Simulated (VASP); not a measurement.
A run of VASP 6.6.1:

File INCAR:

```
ALGO = Normal ; EDIFF = 1E-7
ENCUT = 520 ; GGA = PE
ISIF = 2 ; ISMEAR = 0
LASPH = True ; LCHARG = False
LREAL = False ; LWAVE = False
NBANDS = 15 ; NELM = 60
PREC = Accurate ; SIGMA = 0.01
```

KPOINTS

```
k-points
0
Gamma
  6 6 6
```

POSCAR

```
CaO
1.0
    0.0000000000      2.4934521147      2.3522183391
    2.4934521147      0.0000000000      2.3522183391
    2.4934521147      2.4934521147      0.0000000000
Ca O
1 1
Direct
    0.0000000000      0.0000000000      0.0000000000
    0.5000000000      0.5000000000      0.5000000000
```

Potentials or basis: VASP PAW PBE potentials, release 64 (Ca_sv, O).

The run is started by

```console
$ cat potpaw_PBE.64/Ca_sv/POTCAR potpaw_PBE.64/O/POTCAR > POTCAR
$ mpirun -np 1 vasp_std > vasp.out
```

Hardware: 1 thread of Intel(R) Xeon(R) 6975P-C (Granite Rapids) (shared host).

**Question.** Estimate the wall time of this run.

**Answer.** It took 7.4 s on 1 thread of Intel(R) Xeon(R) 6975P-C (Granite Rapids), on a shared host, peak memory 0.16 GiB. Counts: scf iterations 14, k points 30.
